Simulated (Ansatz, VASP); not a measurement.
# One calculation of Ge, two programs

The input POSCAR:

```
Ge
1.0
    4.0736913413      0.0000000000      0.0000000000
   -2.0368456706      3.5279201887      0.0000000000
    0.0000000000      0.0000000000     25.8100039188
Ge
8
Direct
    0.3333333333      0.6666666667      0.2905850004
    0.0000000000      0.0000000000      0.3228026927
    0.0000000000      0.0000000000      0.4194557694
    0.6666666667      0.3333333333      0.4516734616
    0.6666666667      0.3333333333      0.5483265384
    0.3333333333      0.6666666667      0.5805442306
    0.3333333333      0.6666666667      0.6771973073
    0.0000000000      0.0000000000      0.7094149996
```

File INCAR.step1:

```
SYSTEM = Ge
PREC = Accurate
ENCUT = 450
ISMEAR = 0
SIGMA = 0.1
LREAL = .FALSE.
LASPH = .TRUE.
NELM = 120
LDIPOL = .TRUE.
IDIPOL = 3
DIPOL = 0.5 0.5 0.500
NBANDS = 66
GGA = PE
ALGO = Normal
EDIFF = 1E-5
LWAVE = .TRUE.
LCHARG = .FALSE.
GGA_COMPAT = .FALSE.
NELMDL = -8
```

File INCAR.step2:

```
SYSTEM = Ge
PREC = Accurate
ENCUT = 450
EDIFF = 1E-6
ISMEAR = 0
SIGMA = 0.1
LREAL = .FALSE.
LASPH = .TRUE.
NELM = 120
ALGO = Normal
ISIF = 2
LWAVE = .FALSE.
LCHARG = .TRUE.
LDIPOL = .TRUE.
IDIPOL = 3
DIPOL = 0.5 0.5 0.500
METAGGA = R2SCAN
LMIXTAU = .TRUE.
LELF = .TRUE.
LVHAR = .TRUE.
LVACPOTAV = .TRUE.
NBANDS = 66
ISTART = 1
GGA_COMPAT = .FALSE.
```

KPOINTS

```
Automatic mesh
0
G
  9 9 1
  0 0 0
```

Input for Ansatz:

```yaml
crystal:
  lattice:
    - [4.0736913413, 0.0, 0.0]
    - [-2.0368456706, 3.5279201887, 0.0]
    - [0.0, 0.0, 25.8100039188]
  atoms:
    - { symbol: Ge, position: [0.3333333333, 0.6666666667, 0.2905850004] }
    - { symbol: Ge, position: [0.0, 0.0, 0.3228026927] }
    - { symbol: Ge, position: [0.0, 0.0, 0.4194557694] }
    - { symbol: Ge, position: [0.6666666667, 0.3333333333, 0.4516734616] }
    - { symbol: Ge, position: [0.6666666667, 0.3333333333, 0.5483265384] }
    - { symbol: Ge, position: [0.3333333333, 0.6666666667, 0.5805442306] }
    - { symbol: Ge, position: [0.3333333333, 0.6666666667, 0.6771973073] }
    - { symbol: Ge, position: [0.0, 0.0, 0.7094149996] }
basis:
  ecutwfc: 500
kpoints:
  mp_grid: { grid: [9, 9, 1] }
hamiltonian:
  xc: r2scan
scf:
  occupations: { method: gaussian, width: 0.1 }
output:
  forces: true
  stress: true
  eigenvalues: true
  write_density: true
  write_potential: true
  elf: true
  volumetric_format: npy
efield:
  axis: 3
  dipole_correction: true
  ramp_width: 0.04
```

Alike in both runs: task single point; functional r2SCAN; k mesh 9 × 9 × 1; occupations gaussian, width 0.1 eV; no spin polarisation.

|  | VASP | Ansatz |
| --- | --- | --- |
| version | VASP 6.6.1 | Ansatz 0.2.0 |
| potentials or method | VASP PAW PBE potentials, release 64 (Ge_d), cutoff 450 eV | scalar-relativistic, plane waves, PAW |
| valence electrons in the cell | 112 | 112 |

Ansatz gave:

| Property | Result |
| --- | --- |
| gap on the k mesh at the Fermi level (eV) | none |
| rms of the force components (eV/Å) | 0.183 |
| work function, face that differs most (eV) | 4.85 |

**Question.** What did VASP give for the same quantities?

**Answer.** gap on the k mesh at the Fermi level (eV): none; rms of the force components (eV/Å): 0.177; work function, face that differs most (eV): 4.85.

VASP's potentials were made for PBE, not for r2SCAN. Atom by atom the forces differ by 0.007 eV/Å (rms over components). A gap of «none» marks a metal or a gap that the smearing closes. Ansatz's warnings: xc potential rough in thin density.
